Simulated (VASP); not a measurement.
Ru2Rh, 3 atoms in the cell. It takes space group Fm-3m (No. 225, cubic). The conventional cell has a = 5.839 Å, b = 5.839 Å, c = 5.839 Å, α = 90.00°, β = 90.00°, γ = 90.00°. Within 3.3 Å of Ru (site symmetry -43m) lie 4 Rh at 2.53 Å and 6 Ru at 2.92 Å. Within 3.3 Å of Rh (site symmetry m-3m) lie 8 Ru at 2.53 Å. The cell was built from a structure type or drawn by symmetry, and may not be a known phase.

```yaml
Program: VASP 6.6.1
Task: single point
Functional: PBE
Potentials_or_basis: VASP PAW PBE potentials, release 64 (Ru_pv, Rh_pv)
Cutoff: 520 eV
k_mesh: 6 × 6 × 6
Occupations: gaussian, width 0.1 eV
Spin: collinear spin, ferromagnetic start
Starting_moments: "[1.0, 1.0, 1.0] μB"
Dipole_correction: no
Further_INCAR_settings: ALGO = Normal; EDIFF = 1e-06; NBANDS = 32
```

Potentials or basis: VASP PAW PBE potentials, release 64 (Ru_pv, Rh_pv).

Run with:

```bash
$ cat potpaw_PBE.64/Ru_pv/POTCAR potpaw_PBE.64/Rh_pv/POTCAR > POTCAR
$ mpirun -np 1 vasp_std > vasp.out
```

Hardware: 1 thread of Intel(R) Xeon(R) 6975P-C (Granite Rapids), on a shared host.

Q: How long does it take, and how much memory?

A: It took 25 s on 1 thread of Intel(R) Xeon(R) 6975P-C (Granite Rapids), with other jobs on the host, peak memory 0.22 GiB. Counts: scf iterations 15, k points 16.
